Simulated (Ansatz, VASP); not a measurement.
**Two plane-wave programs on Cd3Ga2O**

```xyz
6
Lattice="3.3872 0.0000 0.0000 -1.6936 2.9334 0.0000 0.0000 0.0000 12.7050" Properties=species:S:1:pos:R:3 pbc="T T T"
Cd    0.0000    0.0000    2.8228
Cd    1.6936    0.9778    7.6034
Cd    0.0000    1.9556   10.7857
Ga    0.0000    0.0000   12.8708
Ga    1.6936    0.9778    4.9215
O     0.0000    1.9556    8.6397
```

Change from the starting cell: species swapped into the MnCd2Te3 type (P3m1, No. 156).

Alike in both runs: functional PBE; k mesh 6 × 6 × 2; occupations gaussian, width 0.1 eV; no spin polarisation.

Ansatz relaxed the structure, and its values are those at the end. VASP's run is a single point on that final structure, the one shown.

|  | VASP | Ansatz |
| --- | --- | --- |
| version | VASP 6.6.1 | Ansatz 0.2.0 |
| potentials or method | VASP PAW PBE potentials, release 64 (Cd_sv_GW, Ga_d, O), cutoff 700 eV | scalar-relativistic, plane waves, PAW |
| valence electrons in the cell | 92 | 92 |

Ansatz gave:

| Item | Value |
| --- | --- |
| gap on the k mesh at the Fermi level (eV) | none |
| pressure (GPa) | 0.2 |
| rms of the force components (eV/Å) | 0.006 |

Which values does VASP return?

gap on the k mesh at the Fermi level (eV): none; pressure (GPa): 0.2; rms of the force components (eV/Å): 0.007.

A gap of «none» marks a metal or a gap that the smearing closes. With one functional, cell and mesh, what is left measures potentials, basis and numerics.
